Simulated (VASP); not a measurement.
# NaF (P1) in VASP: notebook

The runs below take NaF through single point, with PBE.

All numbers are computed with VASP 6.6.1; they aren't measurements. Logs are shortened: lines on timing, memory, paths and dates and some standing lists are left out, and cuts for length are marked.

## Step 1: The cell of the first run

The typed cell holds 2 atoms: a = 3.233 Å, b = 3.233 Å, c = 3.233 Å, α = 60.00°, β = 60.00°, γ = 60.00°.

## Step 2: Single point, PBE

File INCAR:

```
PREC = Accurate
ENCUT = 520
EDIFF = 1E-6
ISMEAR = -1
SIGMA = 0.02
LREAL = F
LASPH = T
NELM = 100
ALGO = Normal
ISIF = 2
LWAVE = F
LCHARG = T
GGA = PE
LELF = T
LVHAR = T
NBANDS = 14
```

File KPOINTS:

```
regular mesh
0
Gamma
  8 8 8
```

File POSCAR:

```
NaF
1.0
    0.0000000000      2.2858943317      2.2858943317
    2.2858943317      0.0000000000      2.2858943317
    2.2858943317      2.2858943317      0.0000000000
Na F
1 1
Direct
   -0.0836431927      0.1212556049      0.1241560015
    1.0836430476      0.3787447600      0.3758439260
```

Potentials or basis: VASP PAW PBE potentials, release 64 (Na_pv, F).

On the command line:

```bash
cat potpaw_PBE.64/Na_pv/POTCAR potpaw_PBE.64/F/POTCAR > POTCAR
mpirun -np 1 vasp_std > vasp.out
```

OUTCAR:

```text
PREC = Accurate
   ENCUT = 520
   EDIFF = 1E-6
   ISMEAR = -1
   LREAL = F
   LASPH = T
   NELM = 100
   ISIF = 2
   GGA = PE

 ion  position               nearest neighbor table
   1  0.916  0.121  0.124-   2 1.79   2 1.98   2 1.99   2 2.20
   2  0.084  0.379  0.376-   1 1.79   1 1.98   1 1.99   1 2.20

  LATTYP: Found a face centered cubic cell.
 ALAT       =     4.5717886634

  Lattice vectors:

 A1 = (   0.0000000000,   2.2858943317,   2.2858943317)
 A2 = (   2.2858943317,   0.0000000000,   2.2858943317)
 A3 = (   2.2858943317,   2.2858943317,   0.0000000000)

Analysis of symmetry for initial positions (statically):
=====================================================================
 Subroutine PRICEL returns:
 Original cell was already a primitive cell.

 Routine SETGRP: Setting up the symmetry group for a
 face centered cubic supercell.

 Subroutine GETGRP returns: Found  1 space group operations
 (whereof  1 operations were pure point group operations)
 out of a pool of 48 trial point group operations.

The static configuration has the point symmetry C_1 .

Analysis of symmetry for dynamics (positions and initial velocities):
=====================================================================
 Subroutine PRICEL returns:
 Original cell was already a primitive cell.

 Routine SETGRP: Setting up the symmetry group for a
 face centered cubic supercell.

 Subroutine GETGRP returns: Found  1 space group operations
 (whereof  1 operations were pure point group operations)
 out of a pool of 48 trial point group operations.

The dynamic configuration has the point symmetry C_1 .

 Subroutine INISYM returns: Found  1 space group operations
 (whereof  1 operations are pure point group operations),
 and found     1 'primitive' translations

----------------------------------------------------------------------------------------

                                     Primitive cell

  volume of cell :      23.8890

  direct lattice vectors                    reciprocal lattice vectors
     0.000000000  2.285894332  2.285894332    -0.218732770  0.218732770  0.218732770
     2.285894332  0.000000000  2.285894332     0.218732770 -0.218732770  0.218732770
     2.285894332  2.285894332  0.000000000     0.218732770  0.218732770 -0.218732770

  length of vectors
     3.232742766  3.232742766  3.232742766     0.378856272  0.378856272  0.378856272

[... 74 lines left out ...]
   ISPIN  =      1    spin polarized calculation?
   LNONCOLLINEAR =      F non collinear calculations
   LSORBIT =      F    spin-orbit coupling
   LASPH  =      T    aspherical Exc in radial PAW
   ENCUT  =  520.0 eV  38.22 Ry    6.18 a.u.   6.01  6.01  6.01*2*pi/ulx,y,z
   NELM   =    100;   NELMIN=  2; NELMDL= -5     # of ELM steps
   EDIFF  = 0.1E-05   stopping-criterion for ELM
   LREAL  =      F    real-space projection
[... 7 lines left out ...]
   TEBEG  =    0.0;   TEEND  =   0.0 temperature during run
   PSTRESS=    0.0 pullay stress
   NELECT =      14.0000    total number of electrons
   NUPDOWN=      -1.0000    fix difference up-down
   EMIN   =  10.00;   EMAX   =-10.00  energy-range for DOS
   EFERMI =   0.00;   METHOD = LEGACY
   ISMEAR =    -1;   SIGMA  =   0.02  broadening in eV -4-tet -1-fermi 0-gaus
   EFERMI_NEDOS =   21; number of points for ismear=-14 and -15
   IALGO  =     38    algorithm
   IMIX   =      4    mixing-type and parameters
     AMIX     =   0.40;   BMIX     =  1.00
     AMIX_MAG =   1.60;   BMIX_MAG =  1.00
  volume/ion in A,a.u.               =      11.94        80.61
  Fermi-wavevector in a.u.,A,eV,Ry     =   1.369992  2.588909 25.536476  1.876878
  Thomas-Fermi vector in A             =   2.495818
   LORBIT       =      0    0 simple, 1 ext, 2 COOP (PROOUT), +10 PAW based schemes
   GGA     = PE    functional components
   LHFCALC =     F    Hartree Fock is set to
   AEXX    =    0.0000 exact exchange contribution
   IVDW    =     0    specifies the selected vdW correction
   LEPSILON=     F    determine dielectric tensor
   LRPA    =     F    only Hartree local field effects (RPA)
 non-spin polarized calculation
  energy-cutoff  :      520.00
  volume of cell :       23.89
 maximum number of plane-waves:       660
   NGX = 13   NGY = 13   NGZ = 13

 number of electron      13.9999998 magnetization

 Free energy of the ion-electron system (eV)
  ---------------------------------------------------
  ext. energy  EPLUGINS =         0.00000000
  ---------------------------------------------------
  free energy    TOTEN  =        -7.46163140 eV

  energy without entropy =       -7.46163140  energy(sigma->0) =       -7.46163140

 E-fermi :  -1.7318     XC(G=0):  -9.0808

 val. band max:       -2.1500850592   @ k =   0.0000   0.5000   0.0000
 cond. band min:       4.4223283396   @ k =   0.0000   0.0000   0.0000
 fundamental gap:      6.5724133987
 Fermi energy:        -1.7318418900

 k-point     1 :       0.0000    0.0000    0.0000
  band No.  band energies     occupation
      1     -21.4620      2.00000
      2     -20.1479      2.00000
      3     -20.1255      2.00000
      4     -20.0536      2.00000
      5      -2.3051      2.00000
      6      -2.2103      2.00000
      7      -2.1916      2.00000
      8       4.4223      0.00000
      9      19.5341      0.00000
     10      20.2188      0.00000
     11      20.3850      0.00000
     12      21.7705      0.00000
     13      22.2658      0.00000
     14      22.7811      0.00000
[... 377 lines left out ...]
      1     -21.7816      2.00000
      2     -20.2224      2.00000
      3     -20.1661      2.00000
      4     -19.5955      2.00000
      5      -2.8987      2.00000
      6      -2.3048      2.00000
      7      -2.2208      2.00000
      8       6.1589      0.00000
      9      15.5470      0.00000
     10      17.7454      0.00000
     11      19.0087      0.00000
     12      20.8921      0.00000
     13      23.2793      0.00000
     14      23.5743      0.00000

 [... further k-points ...]
[... 5 lines left out ...]
  --------------------------------------------------------------------------------------
  -------------------------------------------------------------------------------------
  Total        5.2430837      4.3932019      4.4974975      2.4154846      0.5394418      2.6042055
  in kB      351.6405324    294.6410825    301.6359235    162.0005188     36.1790162    174.6575566
  external PRESSURE =     315.9725128 kB  Pullay stress =       0.0000000 kB

 VOLUME and BASIS-vectors are now :
 -----------------------------------------------------------------------------
  energy-cutoff  :      520.00
  volume of cell :       23.89
      direct lattice vectors                 reciprocal lattice vectors
     0.000000000  2.285894332  2.285894332    -0.218732770  0.218732770  0.218732770
     2.285894332  0.000000000  2.285894332     0.218732770 -0.218732770  0.218732770
     2.285894332  2.285894332  0.000000000     0.218732770  0.218732770 -0.218732770

 POSITION                                       TOTAL-FORCE (eV/Angst)
 -----------------------------------------------------------------------------------
      0.56099      2.37850      2.37187        -1.208381     -1.835113     -1.721733
      1.72491      1.05034      1.05697         1.208381      1.835113      1.721733
 -----------------------------------------------------------------------------------
    total drift:                               -0.000731     -0.000580     -0.000665

  FREE ENERGIE OF THE ION-ELECTRON SYSTEM (eV)
  ---------------------------------------------------
  free  energy   TOTEN  =        -7.4616313966 eV

  energy  without entropy=       -7.4616313966  energy(sigma->0) =       -7.46163140
```

OSZICAR:

```text
N       E                     dE             d eps       ncg     rms          rms(c)
DAV:   1     0.104961007498E+03    0.10496E+03   -0.73111E+03  7358   0.137E+03
DAV:   2    -0.348140821575E+01   -0.10844E+03   -0.10145E+03  7850   0.338E+02
DAV:   3    -0.869589794564E+01   -0.52145E+01   -0.52052E+01  9188   0.685E+01
DAV:   4    -0.873797637225E+01   -0.42078E-01   -0.42077E-01  8108   0.651E+00
DAV:   5    -0.873841021741E+01   -0.43385E-03   -0.43384E-03  9404   0.661E-01    0.652E+00
DAV:   6    -0.746174606594E+01    0.12767E+01   -0.41561E+00 10652   0.212E+01    0.185E+00
DAV:   7    -0.745204961588E+01    0.96965E-02   -0.65768E-02  7550   0.261E+00    0.118E+00
DAV:   8    -0.746068786915E+01   -0.86383E-02   -0.34366E-02  8054   0.234E+00    0.197E-01
DAV:   9    -0.746140645793E+01   -0.71859E-03   -0.51510E-03  9464   0.125E+00    0.972E-02
DAV:  10    -0.746165054506E+01   -0.24409E-03   -0.20586E-03  8306   0.553E-01    0.415E-02
DAV:  11    -0.746162965455E+01    0.20891E-04   -0.14977E-04  8588   0.152E-01    0.128E-02
DAV:  12    -0.746163156077E+01   -0.19062E-05   -0.27327E-05  8564   0.478E-02    0.651E-03
DAV:  13    -0.746163139659E+01    0.16418E-06   -0.14212E-06  8834   0.112E-02
   1 F= -.74616314E+01 E0= -.74616314E+01  d E =-.223654E-10
```

stdout:

```text
POSCAR found type information on POSCAR NaF
 POSCAR found :  2 types and       2 ions
 scaLAPACK will be used
 LDA part: xc-table for (Slater+PW92), standard interpolation
 POSCAR, INCAR and KPOINTS ok, starting setup
 FFT: planning ... GRIDC
 FFT: planning ... GRID_SOFT
 FFT: planning ... GRID
 WAVECAR not read
 entering main loop
```

It took 35 s on 1 thread of AMD EPYC 9R45 (Zen 5), shared host; peak memory 0.16 GiB.

What came out:

| Property | Result |
| --- | --- |
| Free energy | -7.4616 eV |
| Pressure | 31.6 GPa |
| Largest force | 2.791 eV/Å |
| Band gap on the k mesh | 6.57 eV, indirect (least direct gap 6.61 eV) |

Forces on the atoms (eV/Å):
```
Na  -1.208 -1.835 -1.722
F    1.208  1.835  1.722
```

Stress tensor (GPa, compression positive):
```
35.16 16.20 17.47
16.20 29.46  3.62
17.47  3.62 30.16
```

Levels at points of the mesh, in eV from the valence-band top:
```csv
k point,band 4,band 5,band 6,band 7,band 8,band 9,band 10,band 11
"(0.00, 0.00, 0.00)",-17.90,-0.15,-0.06,-0.04,6.57,21.68,22.37,22.54
"(0.50, 0.00, 0.00)",-17.53,-1.35,-0.25,-0.09,11.73,13.16,19.55,20.17
"(0.00, 0.50, 0.00)",-17.02,-1.31,-0.17,0.00,11.49,12.95,19.01,20.23
"(0.00, 0.00, 0.50)",-17.06,-1.31,-0.18,0.00,11.51,12.96,19.02,20.26
"(0.50, 0.50, 0.50)",-16.74,-1.16,-0.10,-0.04,11.14,12.93,18.98,19.75
"(0.50, 0.50, 0.00)",-16.85,-1.27,-0.26,-0.19,11.07,13.70,19.13,20.14
"(0.00, 0.50, 0.50)",-16.73,-1.25,-0.24,-0.23,11.07,13.66,18.78,20.41
"(0.50, 0.00, 0.50)",-16.88,-1.27,-0.26,-0.19,11.07,13.70,19.18,20.15
```

Caveat: forces of over 1 eV/Å act on the atoms, so gaps and moduli don't describe the material at rest. As with any semilocal functional, this PBE gap is likely too small.

## Step 3: Single point, PBE

File INCAR:

```
SYSTEM = NaF
PREC = Accurate
ENCUT = 520
EDIFF = 1E-7
ISMEAR = -1
SIGMA = 0.02
LREAL = .False.
LASPH = .True.
NELM = 100
ALGO = Normal
ISIF = 2
LWAVE = .False.
LCHARG = .True.
GGA = PE
LELF = .True.
LVHAR = .True.
NBANDS = 14
```

File KPOINTS:

```
regular mesh
0
Gamma
  8 8 8
  0 0 0
```

File POSCAR:

```
NaF
1.0
    0.0000000000      2.2858943317      2.2858943317
    2.2858943317      0.0000000000      2.2858943317
    2.2858943317      2.2858943317      0.0000000000
Na F
1 1
Direct
   -0.1614302529      0.1209638154      0.1236104819
    1.1614303265      0.3790363308      0.3763892268
```

Potentials or basis: VASP PAW PBE potentials, release 64 (Na_pv, F).

On the command line:

```bash
cat potpaw_PBE.64/Na_pv/POTCAR potpaw_PBE.64/F/POTCAR > POTCAR
mpirun -np 1 vasp_std > vasp.out
```

Run time: 39 s. Hardware: 1 thread of AMD EPYC 9R45 (Zen 5), shared host; peak memory 0.16 GiB.

The run converged. Its results:

```
Free energy            : -7.4650 eV
Pressure               : 31.5 GPa
Largest force          : 2.738 eV/Å
Band gap on the k mesh : 6.57 eV, indirect (least direct gap 6.61 eV)
```

Forces in eV/Å, atoms in the order of the input:
```
Na  -1.166  1.699  1.804
F    1.166 -1.699 -1.804
```

Stress tensor (GPa, compression positive):
```
 35.09 -17.31 -16.15
-17.31  30.08   3.25
-16.15   3.25  29.44
```

Levels at points of the mesh, in eV from the valence-band top:
| k point | band 4 | band 5 | band 6 | band 7 | band 8 | band 9 | band 10 | band 11 |
| --- | --- | --- | --- | --- | --- | --- | --- | --- |
| (0.00, 0.00, 0.00) | -17.91 | -0.15 | -0.06 | -0.04 | 6.57 | 21.68 | 22.37 | 22.54 |
| (0.50, 0.00, 0.00) | -16.74 | -1.17 | -0.11 | -0.04 | 11.14 | 12.93 | 18.97 | 19.76 |
| (0.00, 0.50, 0.00) | -17.02 | -1.31 | -0.17 | 0.00 | 11.49 | 12.95 | 19.01 | 20.23 |
| (0.00, 0.00, 0.50) | -17.06 | -1.31 | -0.18 | 0.00 | 11.51 | 12.96 | 19.01 | 20.26 |
| (0.50, 0.50, 0.50) | -17.54 | -1.35 | -0.25 | -0.09 | 11.73 | 13.16 | 19.56 | 20.17 |
| (0.50, 0.50, 0.00) | -16.88 | -1.27 | -0.26 | -0.19 | 11.07 | 13.70 | 19.17 | 20.14 |
| (0.00, 0.50, 0.50) | -16.73 | -1.25 | -0.24 | -0.23 | 11.07 | 13.66 | 18.78 | 20.40 |
| (0.50, 0.00, 0.50) | -16.86 | -1.27 | -0.26 | -0.19 | 11.07 | 13.70 | 19.13 | 20.14 |

Caveat: forces of over 1 eV/Å act on the atoms, so gaps and moduli don't describe the material at rest.

(Continued in part 2 of 2.)
